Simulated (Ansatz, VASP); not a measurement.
# Two plane-wave programs on Pt

```
Pt
1.0
     2.78880    0.00000    0.00000
    -1.39440    2.41517    0.00000
     0.00000    0.00000    4.78540
Pt
2
Cartesian
  1.3944 0.8051 3.5891
  0.0000 1.6101 1.1964
```

Alike in both runs: task single point; functional PBEsol; k mesh 18 × 18 × 10; occupations gaussian, width 0.15 eV; no spin polarisation.

|  | VASP | Ansatz |
| --- | --- | --- |
| version | VASP 6.6.1 | Ansatz 0.2.0 |
| potentials or method | VASP PAW PBE potentials, release 64 (Pt), cutoff 520 eV | scalar-relativistic, plane waves, PAW |
| valence electrons in the cell | 20 | 36 |

```csv
,VASP,Ansatz,Ansatz less VASP
gap on the k mesh at the Fermi level (eV),none,none,-
pressure (GPa),-15.3,-15.0,+0.36
"traceless stress, the component that is largest in VASP (GPa)",1.45,1.57,+0.120
```

VASP's potentials were made for PBE, not for PBEsol. A gap of «none» marks a metal or a gap that the smearing closes. VASP's potentials hold 20 valence electrons a cell and Ansatz's 36, so a difference there can come from the potentials and not from the codes.

Neither program's run includes spin-orbit coupling.
